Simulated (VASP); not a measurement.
# Ge (Pm-3m) in VASP: a series of runs

Runs on Ge. Level: PBEsol. Tasks: single point.

All numbers are computed with VASP 6.6.1; they aren't measurements. Logs are shortened: lines on timing, memory, paths and dates and some standing lists are left out, and cuts for length are marked.

## Step 1: The cell of the first run

The structure is cubic, space group Pm-3m (No. 221). The conventional cell has a = 2.555 Å, b = 2.555 Å, c = 2.555 Å, α = 90.00°, β = 90.00°, γ = 90.00°. Ge (site symmetry m-3m) has 6 Ge at 2.55 Å within 3.4 Å.

## Step 2: Single point, PBEsol (volume scaled by 0.88)

The input, INCAR:

```
SYSTEM = Ge
PREC = Accurate
ENCUT = 520
EDIFF = 1E-6
ISMEAR = -1
SIGMA = 0.1
LREAL = .False.
LASPH = .True.
NELM = 80
ALGO = Normal
ISIF = 2
LWAVE = .False.
LCHARG = .True.
GGA = PS
LELF = .True.
LVHAR = .True.
NBANDS = 13
```

The input, KPOINTS:

```
regular mesh
0
Gamma
  15 15 15
  0 0 0
```

The input, POSCAR:

```
Ge
1.0
    2.5547908195      0.0000000000      0.0000000000
    0.0000000000      2.5547908195      0.0000000000
    0.0000000000      0.0000000000      2.5547908195
Ge
1
Direct
    0.0000000000      0.0000000000      0.0000000000
```

Potentials or basis: VASP PAW PBE potentials, release 64 (Ge_d).

Command:

```bash
> cat potpaw_PBE.64/Ge_d/POTCAR > POTCAR
> mpirun -np 1 vasp_std > vasp.out
```

OUTCAR:

```text
SYSTEM = Ge
   PREC = Accurate
   ENCUT = 520
   EDIFF = 1E-6
   ISMEAR = -1
   LREAL = .False.
   LASPH = .True.
   NELM = 80
   ISIF = 2
   GGA = PS

 ion  position               nearest neighbor table
   1  0.000  0.000  0.000-

  LATTYP: Found a simple cubic cell.
 ALAT       =     2.5547908195

  Lattice vectors:

 A1 = (   2.5547908195,   0.0000000000,   0.0000000000)
 A2 = (   0.0000000000,   2.5547908195,   0.0000000000)
 A3 = (   0.0000000000,   0.0000000000,   2.5547908195)

Analysis of symmetry for initial positions (statically):
=====================================================================
 Subroutine PRICEL returns:
 Original cell was already a primitive cell.

 Routine SETGRP: Setting up the symmetry group for a
 simple cubic supercell.

 Subroutine GETGRP returns: Found 48 space group operations
 (whereof 48 operations were pure point group operations)
 out of a pool of 48 trial point group operations.

The static configuration has the point symmetry O_h .

Analysis of symmetry for dynamics (positions and initial velocities):
=====================================================================
 Subroutine PRICEL returns:
 Original cell was already a primitive cell.

 Routine SETGRP: Setting up the symmetry group for a
 simple cubic supercell.

 Subroutine GETGRP returns: Found 48 space group operations
 (whereof 48 operations were pure point group operations)
 out of a pool of 48 trial point group operations.

The dynamic configuration has the point symmetry O_h .

 Subroutine INISYM returns: Found 48 space group operations
 (whereof 48 operations are pure point group operations),
 and found     1 'primitive' translations

----------------------------------------------------------------------------------------

                                     Primitive cell

  volume of cell :      16.6750

  direct lattice vectors                    reciprocal lattice vectors
     2.554790819  0.000000000  0.000000000     0.391421479  0.000000000  0.000000000
     0.000000000  2.554790819  0.000000000     0.000000000  0.391421479  0.000000000
     0.000000000  0.000000000  2.554790819     0.000000000  0.000000000  0.391421479

  length of vectors
     2.554790819  2.554790819  2.554790819     0.391421479  0.391421479  0.391421479

  position of ions in fractional coordinates (direct lattice)
     0.000000000  0.000000000  0.000000000

  ion indices of the primitive-cell ions
   primitive index   ion index
                 1           1

----------------------------------------------------------------------------------------

 KPOINTS: regular mesh

Automatic generation of k-mesh.
 Grid dimensions read from file:
 generate k-points for:   15   15   15

 Generating k-lattice:

  Cartesian coordinates                     Fractional coordinates (reciprocal lattice)
     0.026094765  0.000000000  0.000000000     0.066666667  0.000000000  0.000000000
     0.000000000  0.026094765  0.000000000     0.000000000  0.066666667  0.000000000
     0.000000000  0.000000000  0.026094765     0.000000000  0.000000000  0.066666667

  Length of vectors
     0.026094765  0.026094765  0.026094765

  Shift w.r.t. Gamma in fractional coordinates (k-lattice)
     0.000000000  0.000000000  0.000000000

 Subroutine IBZKPT returns following result:
 ===========================================

 Found    120 irreducible k-points:

 Following reciprocal coordinates:
            Coordinates               Weight
  0.000000  0.000000  0.000000      1.000000
  0.066667  0.000000  0.000000      6.000000
  0.133333  0.000000  0.000000      6.000000
  0.200000  0.000000  0.000000      6.000000
  0.266667  0.000000  0.000000      6.000000
  0.333333  0.000000  0.000000      6.000000
[... 16 lines left out ...]
  0.266667  0.200000  0.000000     24.000000
  0.333333  0.200000  0.000000     24.000000
 [... further k-points ...]
   k-points           NKPTS =    120   k-points in BZ     NKDIM =    120   number of bands    NBANDS=     13
   number of dos      NEDOS =    301   number of ions     NIONS =      1
   total plane-waves  NPLWV =   8000
   dimension x,y,z NGX =    20 NGY =   20 NGZ =   20
   dimension x,y,z NGXF=    40 NGYF=   40 NGZF=   40
   ions per type =               1
   NGX,Y,Z   is equivalent  to a cutoff of  13.01, 13.01, 13.01 a.u.
   NGXF,Y,Z  is equivalent  to a cutoff of  26.03, 26.03, 26.03 a.u.
 SYSTEM =  Ge
   PREC   = accura    normal or accurate (medium, high low for compatibility)
   ISTART =      0    job   : 0-new  1-cont  2-samecut
   ICHARG =      2    charge: 1-file 2-atom 10-const
   ISPIN  =      1    spin polarized calculation?
   LNONCOLLINEAR =      F non collinear calculations
   LSORBIT =      F    spin-orbit coupling
   LASPH  =      T    aspherical Exc in radial PAW
   ENCUT  =  520.0 eV  38.22 Ry    6.18 a.u.   4.75  4.75  4.75*2*pi/ulx,y,z
   NELM   =     80;   NELMIN=  2; NELMDL= -5     # of ELM steps
   EDIFF  = 0.1E-05   stopping-criterion for ELM
   LREAL  =      F    real-space projection
   EDIFFG = 0.1E-04   stopping-criterion for IOM
   NSW    =      0    number of steps for IOM
   IBRION =     -1    ionic relax: 0-MD 1-quasi-New 2-CG
   NFREE  =      0    steps in history (QN), initial steepest desc. (CG)
   ISIF   =      2    stress and relaxation
   ISYM   =      2    0-nonsym 1-usesym 2-fastsym
   POTIM  = 0.5000    time-step for ionic-motion
   TEBEG  =    0.0;   TEEND  =   0.0 temperature during run
   PSTRESS=    0.0 pullay stress
   NELECT =      14.0000    total number of electrons
   NUPDOWN=      -1.0000    fix difference up-down
   EMIN   =  10.00;   EMAX   =-10.00  energy-range for DOS
   EFERMI =   0.00;   METHOD = LEGACY
   ISMEAR =    -1;   SIGMA  =   0.10  broadening in eV -4-tet -1-fermi 0-gaus
   EFERMI_NEDOS =   21; number of points for ismear=-14 and -15
   IALGO  =     38    algorithm
   IMIX   =      4    mixing-type and parameters
     AMIX     =   0.40;   BMIX     =  1.00
     AMIX_MAG =   1.60;   BMIX_MAG =  1.00
  volume/ion in A,a.u.               =      16.68       112.53
  Fermi-wavevector in a.u.,A,eV,Ry     =   1.544408  2.918509 32.452581  2.385197
  Thomas-Fermi vector in A             =   2.649934
   LORBIT       =      0    0 simple, 1 ext, 2 COOP (PROOUT), +10 PAW based schemes
   GGA     = PS    functional components
   LHFCALC =     F    Hartree Fock is set to
   AEXX    =    0.0000 exact exchange contribution
   IVDW    =     0    specifies the selected vdW correction
   LEPSILON=     F    determine dielectric tensor
   LRPA    =     F    only Hartree local field effects (RPA)
 non-spin polarized calculation
  energy-cutoff  :      520.00
  volume of cell :       16.68
 maximum number of plane-waves:       466
 NGX is ok and might be reduce to    20
   NGX =  9   NGY =  9   NGZ =  9

 number of electron      13.9999992 magnetization

 Free energy of the ion-electron system (eV)
  ---------------------------------------------------
  ext. energy  EPLUGINS =         0.00000000
  ---------------------------------------------------
  free energy    TOTEN  =        -4.66578139 eV

  energy without entropy =       -4.65209365  energy(sigma->0) =       -4.65893752

 E-fermi :   7.7451     XC(G=0): -11.9724

 val. band max:        7.7193126529   @ k =   0.4000   0.4000   0.2667
 cond. band min:       7.7984786450   @ k =   0.4000   0.3333   0.0000
 fundamental gap:      0.0791659922
 Fermi energy:         7.7450977681

 k-point     1 :       0.0000    0.0000    0.0000
  band No.  band energies     occupation
      1     -17.0391      2.00000
      2     -17.0391      2.00000
      3     -16.6339      2.00000
      4     -16.6339      2.00000
      5     -16.6339      2.00000
      6      -6.5182      2.00000
      7      15.3349      0.00000
      8      15.3349      0.00000
      9      15.3349      0.00000
     10      18.5290      0.00000
     11      18.5290      0.00000
     12      22.0525      0.00000
     13      38.7351      0.00000

 k-point     2 :       0.0667    0.0000    0.0000
  band No.  band energies     occupation
      1     -17.0380      2.00000
      2     -17.0259      2.00000
      3     -16.6385      2.00000
      4     -16.6385      2.00000
      5     -16.6335      2.00000
      6      -6.4176      2.00000
      7      13.7611      0.00000
      8      15.4362      0.00000
      9      15.4362      0.00000
     10      18.6156      0.00000
     11      19.7623      0.00000
     12      22.6372      0.00000
     13      37.0442      0.00000

 k-point     3 :       0.1333    0.0000    0.0000
  band No.  band energies     occupation
      1     -17.0349      2.00000
      2     -16.9888      2.00000
      3     -16.6517      2.00000
      4     -16.6517      2.00000
      5     -16.6324      2.00000
      6      -6.1158      2.00000
      7      11.2869      0.00000
      8      15.7365      0.00000
      9      15.7365      0.00000
     10      18.8747      0.00000
     11      20.8519      0.00000
     12      24.7414      0.00000
     13      34.5046      0.00000
[... 305 lines left out ...]
 k-point    23 :       0.2667    0.2000    0.0000
  band No.  band energies     occupation
      1     -16.9631      2.00000
      2     -16.8150      2.00000
      3     -16.7422      2.00000
      4     -16.6894      2.00000
      5     -16.6651      2.00000
      6      -4.0132      2.00000
      7       7.3025      1.97635
      8      10.5223      0.00000
      9      17.7631      0.00000
     10      21.1565      0.00000
     11      22.7543      0.00000
     12      29.0863      0.00000
     13      30.7379      0.00000

 k-point    24 :       0.3333    0.2000    0.0000
  band No.  band energies     occupation
      1     -16.9544      2.00000
      2     -16.7676      2.00000
      3     -16.7572      2.00000
      4     -16.7101      2.00000
      5     -16.6630      2.00000
      6      -3.1323      2.00000
      7       5.2431      2.00000
      8      11.2713      0.00000
      9      18.5221      0.00000
     10      19.8548      0.00000
     11      22.9429      0.00000
     12      28.8338      0.00000
     13      28.8790      0.00000

 [... further k-points ...]
[... 5 lines left out ...]
  --------------------------------------------------------------------------------------
  -------------------------------------------------------------------------------------
  Total        1.3897864      1.3897864      1.3897864      0.0000000      0.0000000     -0.0000000
  in kB      133.5342254    133.5342254    133.5342254      0.0000000      0.0000000     -0.0000000
  external PRESSURE =     133.5342254 kB  Pullay stress =       0.0000000 kB

 VOLUME and BASIS-vectors are now :
 -----------------------------------------------------------------------------
  energy-cutoff  :      520.00
  volume of cell :       16.68
      direct lattice vectors                 reciprocal lattice vectors
     2.554790819  0.000000000  0.000000000     0.391421479  0.000000000  0.000000000
     0.000000000  2.554790819  0.000000000     0.000000000  0.391421479  0.000000000
     0.000000000  0.000000000  2.554790819     0.000000000  0.000000000  0.391421479

 POSITION                                       TOTAL-FORCE (eV/Angst)
 -----------------------------------------------------------------------------------
      0.00000      0.00000      0.00000         0.000000      0.000000      0.000000
 -----------------------------------------------------------------------------------
    total drift:                               -0.000000     -0.000000     -0.000000

  FREE ENERGIE OF THE ION-ELECTRON SYSTEM (eV)
  ---------------------------------------------------
  free  energy   TOTEN  =        -4.6657813895 eV

  energy  without entropy=       -4.6520936472  energy(sigma->0) =       -4.65893752
```

It took 33 s on 1 thread of AMD EPYC 7R13, shared host; peak memory 0.11 GiB.

Results:

* Free energy: -4.6658 eV
* Pressure: 13.4 GPa
* Band gap on the k mesh: zero (band 7 reaches 15.33 eV, above the bottom of band 8 at 5.08 eV)

Caveat: the PAW data sets were made with another functional, which shifts forces and pressure a little.

## Step 3: Single point, PBEsol (volume scaled by 0.88)

The input, INCAR:

```
ALGO = Normal
EDIFF = 1E-7
ENCUT = 520
GGA = PS
ISIF = 2
ISMEAR = -1
LASPH = True
LCHARG = True
LELF = True
LREAL = False
LVHAR = True
LWAVE = False
NBANDS = 13
NELM = 60
PREC = Accurate
SIGMA = 0.1
```

The input, KPOINTS:

```
k-points
0
Gamma
  15 15 15
```

POSCAR is that of step 2.

Potentials or basis: VASP PAW PBE potentials, release 64 (Ge_d).

Command:

```bash
> cat potpaw_PBE.64/Ge_d/POTCAR > POTCAR
> mpirun -np 1 vasp_std > vasp.out
```

It took 26 s on 1 thread of AMD EPYC 7R13, shared host; peak memory 0.11 GiB.

Results (log left out):

```
Free energy            : -4.6658 eV
Pressure               : 13.4 GPa
Band gap on the k mesh : zero (band 7 reaches 15.33 eV, above the bottom of band 8 at 5.08 eV)
```

Levels at points of the mesh, in eV from the Fermi level:
```
           k point  band 4  band 5  band 6  band 7  band 8  band 9  band 10  band 11
(0.00, 0.00, 0.00)  -24.38  -24.38  -14.26    7.59    7.59    7.59    10.78    10.78
```

Caveat: the PAW data sets were made with another functional, which shifts forces and pressure a little.
